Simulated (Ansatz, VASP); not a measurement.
# GaN in VASP and in Ansatz

```
Ga N
1.0
     3.18000    0.00000    0.00000
    -1.59000    2.75396    0.00000
     0.00000    0.00000    5.16600
Ga N
2 2
Direct
  0.33333 0.66667 0.99897
  0.66667 0.33333 0.49897
  0.33333 0.66667 0.37603
  0.66667 0.33333 0.87603
```

Alike in both runs: functional PBE; k mesh 10 × 10 × 6; occupations fermi-dirac, width 0.02 eV; no spin polarisation.

Ansatz relaxed the structure, and its values are those at the end. VASP's run is a single point on that final structure, the one shown.

|  | VASP | Ansatz |
| --- | --- | --- |
| version | VASP 6.6.1 | Ansatz 0.2.0 |
| potentials or method | VASP PAW PBE potentials, release 64 (Ga_d, N) | plane-wave PAW, scalar-relativistic |
| plane-wave cutoff (eV) | 520 | 420 |
| valence electrons in the cell | 36 | 36 |

Ansatz gave:

* gap on the k mesh at the Fermi level (eV): 1.98
* pressure (GPa): 7.3

**Question.** What did VASP give for the same quantities?

**Answer.** gap on the k mesh at the Fermi level (eV): 1.99; pressure (GPa): 7.4.

With one functional, cell and mesh, what is left measures potentials, basis and numerics. Ansatz's warnings: stress scf threshold loose.
